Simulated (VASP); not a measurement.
# Pd (P6_3/mmc) in VASP: notebook

The runs below take Pd through single point, with r2SCAN.

Everything below comes from runs of VASP 6.6.1. Logs are shortened: lines on timing, memory, paths and dates and some standing lists are left out, and cuts for length are marked.

### 1 The cell of the first run

The structure is hexagonal, space group P6_3/mmc (No. 194). Conventional cell: a = 2.642 Å, b = 2.642 Å, c = 8.726 Å, α = 90.00°, β = 90.00°, γ = 120.00°. Within 3.5 Å of Pd (site symmetry -3m) lie 12 Pd at 2.64 to 2.66 Å. Pd (site symmetry -6m2) has 12 Pd at 2.64 to 2.66 Å within 3.5 Å.

### 2 Single point, r2SCAN (volume scaled by 0.88)

POSCAR reads:

```
Pd
1.0
    2.6417121369      0.0000000000      0.0000000000
   -1.3208560685      2.2877898201      0.0000000000
    0.0000000000      0.0000000000      8.7259157970
Pd
4
Direct
    1.0000000000      1.0000000000      0.0000000000
    1.0000000000      1.0000000000      0.5000000000
    0.3333333333      0.6666666667      0.2500000000
    0.6666666667      0.3333333333      0.7500000000
```

INCAR.step1 reads:

```
PREC = Accurate
ENCUT = 520
ISMEAR = -1
SIGMA = 0.1
LREAL = F
LASPH = T
NELM = 60
NBANDS = 28
GGA = PE
ALGO = Normal
EDIFF = 1E-4
LWAVE = T
LCHARG = F
```

INCAR.step2 reads:

```
PREC = Accurate
ENCUT = 520
EDIFF = 1E-6
ISMEAR = -1
SIGMA = 0.1
LREAL = F
LASPH = T
NELM = 60
ALGO = Normal
ISIF = 2
LWAVE = F
LCHARG = F
METAGGA = R2SCAN
LMIXTAU = T
NBANDS = 28
ISTART = 1
```

KPOINTS reads:

```
Automatic mesh
0
Gamma
  15 15 4
```

Potentials or basis: VASP PAW PBE potentials, release 64 (Pd).

Launch:

```sh
$ cat potpaw_PBE.64/Pd/POTCAR > POTCAR
$ cp INCAR.step1 INCAR
$ mpirun -np 1 vasp_std > vasp.out
$ cp INCAR.step2 INCAR
$ mpirun -np 1 vasp_std > vasp.out
```

OUTCAR:

```text
PREC = Accurate
   ENCUT = 520
   EDIFF = 1E-6
   ISMEAR = -1
   LREAL = F
   LASPH = T
   NELM = 60
   ISIF = 2
   METAGGA = R2SCAN
   ISTART = 1

 ion  position               nearest neighbor table
   1  0.000  0.000  0.000-   3 2.66   4 2.66   4 2.66   3 2.66   4 2.66   3 2.66
   2  0.000  0.000  0.500-   3 2.66   4 2.66   4 2.66   3 2.66   4 2.66   3 2.66
   3  0.333  0.667  0.250-   1 2.66   2 2.66   1 2.66   2 2.66   1 2.66   2 2.66
   4  0.667  0.333  0.750-   1 2.66   2 2.66   1 2.66   2 2.66   1 2.66   2 2.66

  LATTYP: Found a hexagonal cell.
 ALAT       =     2.6417121369
 C/A-ratio  =     3.3031289349

  Lattice vectors:

 A1 = (   2.6417121369,   0.0000000000,   0.0000000000)
 A2 = (  -1.3208560685,   2.2877898201,   0.0000000000)
 A3 = (   0.0000000000,   0.0000000000,   8.7259157970)

Analysis of symmetry for initial positions (statically):
=====================================================================
 Subroutine PRICEL returns:
 Original cell was already a primitive cell.

 Routine SETGRP: Setting up the symmetry group for a
 hexagonal supercell.

 Subroutine GETGRP returns: Found 24 space group operations
 (whereof 12 operations were pure point group operations)
 out of a pool of 24 trial point group operations.

The static configuration has the point symmetry D_3d.
 The point group associated with its full space group is D_6h.

Analysis of symmetry for dynamics (positions and initial velocities):
=====================================================================
 Subroutine PRICEL returns:
 Original cell was already a primitive cell.

 Routine SETGRP: Setting up the symmetry group for a
 hexagonal supercell.

 Subroutine GETGRP returns: Found 24 space group operations
 (whereof 12 operations were pure point group operations)
 out of a pool of 24 trial point group operations.

The dynamic configuration has the point symmetry D_3d.
 The point group associated with its full space group is D_6h.

 Subroutine INISYM returns: Found 24 space group operations
 (whereof 12 operations are pure point group operations),
 and found     1 'primitive' translations

----------------------------------------------------------------------------------------

                                     Primitive cell

  volume of cell :      52.7367

  direct lattice vectors                    reciprocal lattice vectors
     2.641712137  0.000000000  0.000000000     0.378542380  0.218551545  0.000000000
    -1.320856068  2.287789820  0.000000000     0.000000000  0.437103090  0.000000000
     0.000000000  0.000000000  8.725915797     0.000000000  0.000000000  0.114601152

  length of vectors
     2.641712137  2.641712137  8.725915797     0.437103090  0.437103090  0.114601152

  position of ions in fractional coordinates (direct lattice)
     0.000000000  0.000000000  0.000000000
     0.000000000  0.000000000  0.500000000
     0.333333333  0.666666667  0.250000000
     0.666666667  0.333333333  0.750000000

  ion indices of the primitive-cell ions
   primitive index   ion index
                 1           1
                 2           2
                 3           3
                 4           4

----------------------------------------------------------------------------------------

 KPOINTS: Automatic mesh

Automatic generation of k-mesh.
 Grid dimensions read from file:
 generate k-points for:   15   15    4

 Generating k-lattice:

  Cartesian coordinates                     Fractional coordinates (reciprocal lattice)
     0.025236159  0.014570103  0.000000000     0.066666667  0.000000000  0.000000000
     0.000000000  0.029140206  0.000000000     0.000000000  0.066666667  0.000000000
     0.000000000  0.000000000  0.028650288     0.000000000  0.000000000  0.250000000

  Length of vectors
     0.029140206  0.029140206  0.028650288

  Shift w.r.t. Gamma in fractional coordinates (k-lattice)
     0.000000000  0.000000000  0.000000000

 Subroutine IBZKPT returns following result:
 ===========================================

 Found     81 irreducible k-points:

 Following reciprocal coordinates:
            Coordinates               Weight
  0.000000  0.000000  0.000000      1.000000
  0.066667  0.000000  0.000000      6.000000
  0.133333  0.000000  0.000000      6.000000
  0.200000  0.000000  0.000000      6.000000
  0.266667  0.000000  0.000000      6.000000
  0.333333  0.000000  0.000000      6.000000
[... 16 lines left out ...]
  0.333333  0.200000  0.000000     12.000000
  0.400000  0.200000  0.000000      6.000000
 [... further k-points ...]
   k-points           NKPTS =     81   k-points in BZ     NKDIM =     81   number of bands    NBANDS=     28
   number of dos      NEDOS =    301   number of ions     NIONS =      4
   total plane-waves  NPLWV =  28000
   dimension x,y,z NGX =    20 NGY =   20 NGZ =   70
   dimension x,y,z NGXF=    40 NGYF=   40 NGZF=  140
   ions per type =               4
   NGX,Y,Z   is equivalent  to a cutoff of  12.59, 12.59, 13.34 a.u.
   NGXF,Y,Z  is equivalent  to a cutoff of  25.17, 25.17, 26.67 a.u.
 SYSTEM =  unknown system
   PREC   = accura    normal or accurate (medium, high low for compatibility)
   ISTART =      1    job   : 0-new  1-cont  2-samecut
   ICHARG =      0    charge: 1-file 2-atom 10-const
   ISPIN  =      1    spin polarized calculation?
   LNONCOLLINEAR =      F non collinear calculations
   LSORBIT =      F    spin-orbit coupling
   LASPH  =      T    aspherical Exc in radial PAW
   ENCUT  =  520.0 eV  38.22 Ry    6.18 a.u.   4.91  4.91 16.22*2*pi/ulx,y,z
   NELM   =     60;   NELMIN=  2; NELMDL=  0     # of ELM steps
   EDIFF  = 0.1E-05   stopping-criterion for ELM
   LREAL  =      F    real-space projection
   EDIFFG = 0.1E-04   stopping-criterion for IOM
   NSW    =      0    number of steps for IOM
   IBRION =     -1    ionic relax: 0-MD 1-quasi-New 2-CG
   NFREE  =      0    steps in history (QN), initial steepest desc. (CG)
   ISIF   =      2    stress and relaxation
   ISYM   =      2    0-nonsym 1-usesym 2-fastsym
   POTIM  = 0.5000    time-step for ionic-motion
   TEBEG  =    0.0;   TEEND  =   0.0 temperature during run
   PSTRESS=    0.0 pullay stress
   NELECT =      40.0000    total number of electrons
   NUPDOWN=      -1.0000    fix difference up-down
   EMIN   =  10.00;   EMAX   =-10.00  energy-range for DOS
   EFERMI =   0.00;   METHOD = LEGACY
   ISMEAR =    -1;   SIGMA  =   0.10  broadening in eV -4-tet -1-fermi 0-gaus
   EFERMI_NEDOS =   21; number of points for ismear=-14 and -15
   IALGO  =     38    algorithm
   IMIX   =      4    mixing-type and parameters
     AMIX     =   0.40;   BMIX     =  1.00
     AMIX_MAG =   1.60;   BMIX_MAG =  1.00
  volume/ion in A,a.u.               =      13.18        88.97
  Fermi-wavevector in a.u.,A,eV,Ry     =   1.492991  2.821345 30.327700  2.229023
  Thomas-Fermi vector in A             =   2.605449
   LORBIT       =      0    0 simple, 1 ext, 2 COOP (PROOUT), +10 PAW based schemes
   METAGGA = R2SCAN    functional components
   LHFCALC =     F    Hartree Fock is set to
   AEXX    =    0.0000 exact exchange contribution
   IVDW    =     0    specifies the selected vdW correction
   LEPSILON=     F    determine dielectric tensor
   LRPA    =     F    only Hartree local field effects (RPA)
 non-spin polarized calculation
  energy-cutoff  :      520.00
  volume of cell :       52.74
 maximum number of plane-waves:      1473
 NGX is ok and might be reduce to    20
   NGX =  9   NGY =  9   NGZ = 33

 number of electron      39.9999997 magnetization

 Free energy of the ion-electron system (eV)
  ---------------------------------------------------
  ext. energy  EPLUGINS =         0.00000000
  ---------------------------------------------------
  free energy    TOTEN  =       -91.17257124 eV

  energy without entropy =      -90.95741884  energy(sigma->0) =      -91.06499504

 E-fermi :  11.6677     XC(G=0): -14.9799

 val. band max:       11.6674451274   @ k =   0.3333   0.2000   0.0000
 cond. band min:      11.6747380811   @ k =   0.2667   0.2667   0.0000
 fundamental gap:      0.0072929538
 Fermi energy:        11.6676994077

 k-point     1 :       0.0000    0.0000    0.0000
  band No.  band energies     occupation
      1       3.4912      2.00000
      2       5.2178      2.00000
      3       5.2522      2.00000
      4       5.2609      2.00000
      5       8.0487      2.00000
      6       8.0735      2.00000
[... 20 lines left out ...]
     27      27.7502      0.00000
     28      29.4708      0.00000

 k-point     2 :       0.0667    0.0000    0.0000
  band No.  band energies     occupation
      1       3.6578      2.00000
      2       5.3431      2.00000
      3       5.4064      2.00000
      4       5.4173      2.00000
      5       7.8056      2.00000
      6       7.9983      2.00000
[... 20 lines left out ...]
     27      27.8410      0.00000
     28      29.6620      0.00000

 k-point     3 :       0.1333    0.0000    0.0000
  band No.  band energies     occupation
      1       4.1314      2.00000
      2       5.6612      2.00000
      3       5.8223      2.00000
      4       5.8273      2.00000
      5       7.3452      2.00000
      6       7.6071      2.00000
[... 20 lines left out ...]
     27      28.0904      0.00000
     28      30.0436      0.00000

 k-point     4 :       0.2000    0.0000    0.0000
  band No.  band energies     occupation
      1       4.8116      2.00000
      2       5.9225      2.00000
      3       6.1836      2.00000
      4       6.3014      2.00000
      5       6.9614      2.00000
      6       7.2069      2.00000
[... 20 lines left out ...]
     27      28.4000      0.00000
     28      28.6954      0.00000

 k-point     5 :       0.2667    0.0000    0.0000
  band No.  band energies     occupation
      1       5.4184      2.00000
      2       5.8511      2.00000
      3       6.0082      2.00000
      4       6.3561      2.00000
      5       6.8442      2.00000
      6       6.8680      2.00000
[... 20 lines left out ...]
     27      27.4298      0.00000
     28      27.4952      0.00000

 k-point     6 :       0.3333    0.0000    0.0000
  band No.  band energies     occupation
      1       5.4779      2.00000
      2       5.6081      2.00000
      3       5.6337      2.00000
      4       6.2606      2.00000
      5       6.5492      2.00000
      6       6.7833      2.00000
[... 463 lines left out ...]
      5       6.7205      2.00000
      6       6.7756      2.00000
[... 20 lines left out ...]
     27      24.5138      0.00000
     28      26.7110      0.00000

 k-point    22 :       0.2667    0.2000    0.0000
  band No.  band energies     occupation
      1       5.9503      2.00000
      2       5.9876      2.00000
      3       6.3846      2.00000
      4       6.4499      2.00000
      5       6.8032      2.00000
      6       7.1469      2.00000
[... 20 lines left out ...]
     27      23.3759      0.00000
     28      24.7610      0.00000

 k-point    23 :       0.3333    0.2000    0.0000
  band No.  band energies     occupation
      1       5.7316      2.00000
      2       5.9097      2.00000
      3       6.2010      2.00000
      4       6.5705      2.00000
      5       6.8928      2.00000
      6       7.0816      2.00000
[... 20 lines left out ...]
     27      22.6728      0.00000
     28      23.8260      0.00000

 k-point    24 :       0.4000    0.2000    0.0000
  band No.  band energies     occupation
      1       5.6516      2.00000
      2       5.8837      2.00000
      3       6.1354      2.00000
      4       6.7080      2.00000
      5       6.8939      2.00000
      6       7.0277      2.00000
[... 20 lines left out ...]
     27      22.3540      0.00000
     28      24.6812      0.00000

 [... further k-points ...]
[... 5 lines left out ...]
  --------------------------------------------------------------------------------------
  -------------------------------------------------------------------------------------
  Total       11.4633039     11.4633039     11.1758592     -0.0000000      0.0000000     -0.0000000
  in kB      348.2633362    348.2633362    339.5305619     -0.0000000      0.0000000     -0.0000000
  external PRESSURE =     345.3524115 kB  Pullay stress =       0.0000000 kB

 VOLUME and BASIS-vectors are now :
 -----------------------------------------------------------------------------
  energy-cutoff  :      520.00
  volume of cell :       52.74
      direct lattice vectors                 reciprocal lattice vectors
     2.641712137  0.000000000  0.000000000     0.378542380  0.218551545  0.000000000
    -1.320856068  2.287789820  0.000000000     0.000000000  0.437103090  0.000000000
     0.000000000  0.000000000  8.725915797     0.000000000  0.000000000  0.114601152

 POSITION                                       TOTAL-FORCE (eV/Angst)
 -----------------------------------------------------------------------------------
      0.00000      0.00000      0.00000        -0.000000     -0.000000      0.000000
      0.00000      0.00000      4.36296        -0.000000     -0.000000      0.000000
     -0.00000      1.52519      2.18148        -0.000000      0.000000     -0.000000
      1.32086      0.76260      6.54444         0.000000      0.000000      0.000000
 -----------------------------------------------------------------------------------
    total drift:                                0.000000     -0.000000      0.000000

  FREE ENERGIE OF THE ION-ELECTRON SYSTEM (eV)
  ---------------------------------------------------
  free  energy   TOTEN  =       -91.1725712425 eV

  energy  without entropy=      -90.9574188397  energy(sigma->0) =      -91.06499504
```

Wall time 4.1 min (1 thread of Intel Xeon 6975P-C (Granite Rapids), shared host); peak memory 0.23 GiB.

What came out:

```yaml
Free_energy: -91.1726 eV
Pressure: 34.5 GPa
Band_gap_on_the_k_mesh: zero (band 20 reaches 11.94 eV, above the bottom of band 21 at 10.74 eV)
```

Levels at points of the mesh, in eV from the Fermi level:
```tsv
k point	band 16	band 17	band 18	band 19	band 20	band 21	band 22	band 23	band 24	band 25
(0.00, 0.00, 0.00)	-1.93	-1.93	-1.36	-1.36	-0.91	-0.91	-0.19	-0.19	0.87	8.48
(0.00, 0.00, 0.50)	-1.65	-1.65	-1.65	-1.17	-1.17	-0.50	-0.50	-0.50	-0.50	11.30
```

Caveat: the PAW data sets were made with another functional, which shifts forces and pressure a little.

### 3 Single point, r2SCAN, collinear spin, ferromagnetic start (volume scaled by 1.12)

POSCAR reads:

```
Pd
1.0
    2.8638065136      0.0000000000      0.0000000000
   -1.4319032568      2.4801291923      0.0000000000
    0.0000000000      0.0000000000      9.4598775120
Pd
4
Direct
    0.0000000000      0.0000000000      1.0000000000
    0.0000000000      0.0000000000      0.5000000000
    0.3333333333      0.6666666667      0.2500000000
    0.6666666667      0.3333333333      0.7500000000
```

INCAR.step1 reads:

```
SYSTEM = Pd
  PREC = Accurate
  ENCUT = 520
  ISMEAR = -1
  SIGMA = 0.05
  LREAL = .False.
  LASPH = .True.
  NELM = 150
  ISPIN = 2
  MAGMOM = 0.438 0.438 0.453 0.453
  LMAXMIX = 4
  NBANDS = 32
  GGA = PE
  ALGO = Normal
  EDIFF = 1E-4
  LWAVE = .True.
  LCHARG = .False.
```

INCAR.step2 reads:

```
SYSTEM = Pd
  PREC = Accurate
  ENCUT = 520
  EDIFF = 1E-7
  ISMEAR = -1
  SIGMA = 0.05
  LREAL = .False.
  LASPH = .True.
  NELM = 150
  ALGO = Normal
  ISIF = 2
  LWAVE = .False.
  LCHARG = .False.
  ISPIN = 2
  MAGMOM = 0.438 0.438 0.453 0.453
  LORBIT = 11
  LMAXMIX = 4
  METAGGA = R2SCAN
  LMIXTAU = .True.
  NBANDS = 32
  ISTART = 1
```

KPOINTS reads:

```
regular mesh
0
Gamma
  15 15 4
  0 0 0
```

Potentials or basis: VASP PAW PBE potentials, release 64 (Pd).

Launch:

```sh
$ cat potpaw_PBE.64/Pd/POTCAR > POTCAR
$ cp INCAR.step1 INCAR
$ mpirun -np 1 vasp_std > vasp.out
$ cp INCAR.step2 INCAR
$ mpirun -np 1 vasp_std > vasp.out
```

Wall time 14 min (1 thread of Intel Xeon 6975P-C, shared host); peak memory 0.4 GiB.

The run converged. Its results:

* Free energy: -91.4478 eV
* Pressure: -14.8 GPa
* Net moment: 1.65 μB per cell
* Site moments: Pd +0.42, +0.43 μB
* Valence electrons inside the program's atomic spheres: Pd 9.25

Stress tensor (GPa, compression positive):
```
-14.85   0.00   0.00
  0.00 -14.85   0.00
  0.00   0.00 -14.77
```

Levels at points of the mesh, in eV from the Fermi level:
Spin up:
```csv
k point,band 16,band 17,band 18,band 19,band 20,band 21,band 22,band 23,band 24,band 25
"(0.00, 0.00, 0.00)",-1.56,-1.56,-1.19,-1.19,-0.91,-0.91,-0.46,-0.46,1.43,6.30
"(0.00, 0.00, 0.50)",-1.39,-1.39,-1.39,-0.65,-0.65,-0.65,-0.65,-0.55,-0.55,9.09
```
Spin down:
```tsv
k point	band 16	band 17	band 18	band 19	band 20	band 21	band 22	band 23
(0.00, 0.00, 0.00)	-1.24	-1.24	-0.82	-0.82	-0.51	-0.51	-0.01	-0.01
(0.00, 0.00, 0.50)	-1.04	-1.04	-1.04	-0.49	-0.49	-0.22	-0.22	-0.22
```

Caveat: the PAW data sets were made with another functional, which shifts forces and pressure a little.

(Continued in part 2 of 2.)
